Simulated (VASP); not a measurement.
Here is a VASP 6.6.1 calculation.

INCAR

```
  PREC = Accurate
  ENCUT = 520
  EDIFF = 1E-6
  ISMEAR = -1
  SIGMA = 0.02
  LREAL = Auto
  LASPH = T
  NELM = 60
  ALGO = Normal
  ISIF = 2
  LWAVE = F
  LCHARG = F
  GGA = PE
  IBRION = 2
  NSW = 80
  EDIFFG = -0.03
  NELECT = 74.0
```

Contents of KPOINTS:

```
Automatic mesh
0
Gamma
  2 2 2
```

Contents of POSCAR:

```
CuSi16
1.0
    0.0000000000      5.4300000000      5.4300000000
    5.4300000000      0.0000000000      5.4300000000
    5.4300000000      5.4300000000      0.0000000000
Si Cu
16 1
Direct
    0.0000000000      0.0000000000      0.0000000000
    0.1250000000      0.1250000000      0.1250000000
    0.0000000000      0.0000000000      0.5000000000
    0.1250000000      0.1250000000      0.6250000000
    0.0000000000      0.5000000000      0.0000000000
    0.1250000000      0.6250000000      0.1250000000
    0.0000000000      0.5000000000      0.5000000000
    0.1250000000      0.6250000000      0.6250000000
    0.5000000000      0.0000000000      0.0000000000
    0.6250000000      0.1250000000      0.1250000000
    0.5000000000      0.0000000000      0.5000000000
    0.6250000000      0.1250000000      0.6250000000
    0.5000000000      0.5000000000      0.0000000000
    0.6250000000      0.6250000000      0.1250000000
    0.5000000000      0.5000000000      0.5000000000
    0.6250000000      0.6250000000      0.6250000000
    0.3203941700      0.8090407000      0.3118464400
```

Potentials or basis: VASP PAW PBE potentials, release 64 (Si, Cu).

Launch:

```sh
$ cat potpaw_PBE.64/Si/POTCAR potpaw_PBE.64/Cu/POTCAR > POTCAR
$ mpirun -np 1 vasp_std > vasp.out
```

Question: Estimate the energy gained by relaxing.

Answer: 36.3 meV/atom.

The path:
| step | energy change (eV) | largest force (eV/Å) | pressure (GPa) |
| --- | --- | --- | --- |
| 1 | 0.0000 | 2.0325 | 1.18 |
| 2 | -0.4466 | 0.5797 | 0.23 |
| 3 | -0.4468 | 0.5799 | 0.24 |
| 4 | -0.4912 | 0.3541 | 0.19 |
| 5 | -0.4982 | 0.3526 | 0.17 |
| 6 | -0.5203 | 0.1814 | 0.11 |
| 7 | -0.5280 | 0.2742 | 0.07 |
| 8 | -0.5470 | 0.2335 | 0.05 |
| 9 | -0.5874 | 0.1660 | -0.15 |
| 10 | -0.5879 | 0.5031 | -0.59 |
| 11 | -0.6015 | 0.2609 | -0.37 |
| 12 | -0.6159 | 0.0996 | -0.54 |
| 13 | -0.6161 | 0.0703 | -0.50 |
| 14 | -0.6173 | 0.0665 | -0.52 |
| 15 | -0.6174 | 0.0788 | -0.52 |
| 16 | -0.6179 | 0.0319 | -0.54 |
| 17 | -0.6179 | 0.0290 | -0.53 |

Caveat: the k points lie up to 0.50 Å⁻¹ apart; the cell carries a net charge on a neutralising background, which shifts energy and pressure; the cell is charged against a uniform background, so pressure and absolute levels hang on convention.
